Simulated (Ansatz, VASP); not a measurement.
Two plane-wave programs on H

INCAR

```
SYSTEM = H
  PREC = Accurate
  ENCUT = 450
  EDIFF = 1E-7
  ISMEAR = 0
  SIGMA = 0.01
  LREAL = .FALSE.
  LASPH = .TRUE.
  NELM = 120
  ALGO = Normal
  ISIF = 2
  LWAVE = .FALSE.
  LCHARG = .FALSE.
  GGA = PS
  IBRION = 2
  NSW = 80
  EDIFFG = -0.002
  GGA_COMPAT = .FALSE.
  NELMIN = 4
  NELMDL = -8
```

The input KPOINTS:

```
regular mesh
0
G
  1 1 1
  0 0 0
```

Contents of POSCAR:

```
H
1.0
   10.0000000000      0.0000000000      0.0000000000
    0.0000000000     10.3000000000      0.0000000000
    0.0000000000      0.0000000000     10.6000000000
H
2
Direct
    0.5000000000      0.4854368932      0.4363207547
    0.5000000000      0.4854368932      0.5070754717
```

Input for Ansatz:

```yaml
crystal:
  lattice:
    - [10.0, 0.0, 0.0]
    - [0.0, 10.3, 0.0]
    - [0.0, 0.0, 10.6]
  atoms:
    - { symbol: H, position: [0.5, 0.4854368932, 0.4363207547] }
    - { symbol: H, position: [0.5, 0.4854368932, 0.5070754717] }
scf:
  occupations: { method: gaussian, width: 0.01 }
output:
  forces: true
  stress: false
  eigenvalues: true
hamiltonian:
  xc: pbesol
kpoints:
  mp_grid: { grid: [1, 1, 1] }
relax:
  f_tol: 0.002
  adjacent_minimum: "off"
```

Alike in both runs: task relaxation of the atoms; functional PBEsol; k mesh 1 × 1 × 1; occupations gaussian, width 0.01 eV; no spin polarisation.

|  | VASP | Ansatz |
| --- | --- | --- |
| version | VASP 6.6.1 | Ansatz 0.2.0 |
| potentials or method | VASP PAW PBE potentials, release 64 (H) | scalar-relativistic, plane waves, PAW |
| plane-wave cutoff (eV) | 450 | 420 |
| valence electrons in the cell | 2 | 2 |

|  | VASP | Ansatz | Ansatz less VASP |
| --- | --- | --- | --- |
| gap on the k mesh at the Fermi level, each at its own relaxed structure (eV) | 9.97 | 9.97 | -0.003 |

VASP's potentials were made for PBE, not for PBEsol.
